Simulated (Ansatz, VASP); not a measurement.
## GaP in VASP and in Ansatz

```xyz
2
Lattice="0.0000 2.7798 2.7252 2.7798 0.0000 2.7252 2.7798 2.7798 0.0000" Properties=species:S:1:pos:R:3 pbc="T T T"
Ga    0.0000    0.0000    0.0000
P     4.1696    4.1696    4.0879
```

Change from the starting cell: equal xx and yy strain of +2 %.

Alike in both runs: task single point; functional LDA; k mesh 10 × 10 × 10; occupations fermi-dirac, width 0.05 eV; no spin polarisation.

|  | VASP | Ansatz |
| --- | --- | --- |
| version | VASP 6.6.1 | Ansatz 0.2.0 |
| potentials or method | VASP PAW LDA potentials, release 64 (Ga_d, P), cutoff 520 eV | all-electron LAPW, scalar-relativistic |

|  | VASP | Ansatz | Ansatz less VASP |
| --- | --- | --- | --- |
| pressure (GPa) | -5.5 | -5.5 | -0.04 |
| traceless stress, the component that is largest in VASP (GPa) | 0.98 | 0.98 | 0.000 |

LDA's correlation is that of Perdew and Zunger in VASP and of Perdew and Wang (1992) in Ansatz. Ansatz ran all-electron here, and VASP with PAW potentials.
